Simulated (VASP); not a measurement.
HfO2, 3 atoms in the cell. Symmetry: Fm-3m, No. 225, cubic system. Conventional cell: a = 5.001 Å, b = 5.001 Å, c = 5.001 Å, α = 90.00°, β = 90.00°, γ = 90.00°. Hf (site symmetry m-3m) has 8 O at 2.17 Å within 2.9 Å. Within 2.9 Å of O (site symmetry -43m) lie 4 Hf at 2.17 Å and 6 O at 2.50 Å. 

| Quantity | Value |
| --- | --- |
| Program | VASP 6.6.1 |
| Task | relaxation of cell and atoms |
| Functional | LDA |
| Potentials or basis | VASP PAW LDA potentials, release 64 (Hf_pv, O) |
| Cutoff | 600 eV |
| k mesh | 8 × 8 × 8 |
| Occupations | gaussian, width 0.01 eV |
| Spin | no spin polarisation |
| Target pressure | 12 GPa |
| Dipole correction | no |
| Further INCAR settings | ALGO = Normal; EDIFF = 1e-06; IBRION = 2; EDIFFG = -0.001; NSW = 80; ISIF = 3 |

Potentials or basis: VASP PAW LDA potentials, release 64 (Hf_pv, O).

The run is started by

```sh
$ cat potpaw_LDA.64/Hf_pv/POTCAR potpaw_LDA.64/O/POTCAR > POTCAR
$ mpirun -np 1 vasp_std > vasp.out
```

Hardware: 1 thread of Intel(R) Xeon(R) Platinum 8259CL CPU @ 2.50GHz (Skylake/Cascade Lake) (shared host).

Question: Estimate the wall time of this run.

Answer: It took 49 s on 1 thread of Intel(R) Xeon(R) Platinum 8259CL CPU @ 2.50GHz (Skylake/Cascade Lake), with other jobs on the host, peak memory 0.16 GiB. Counts: scf iterations 50, k points 29, ion steps 7.
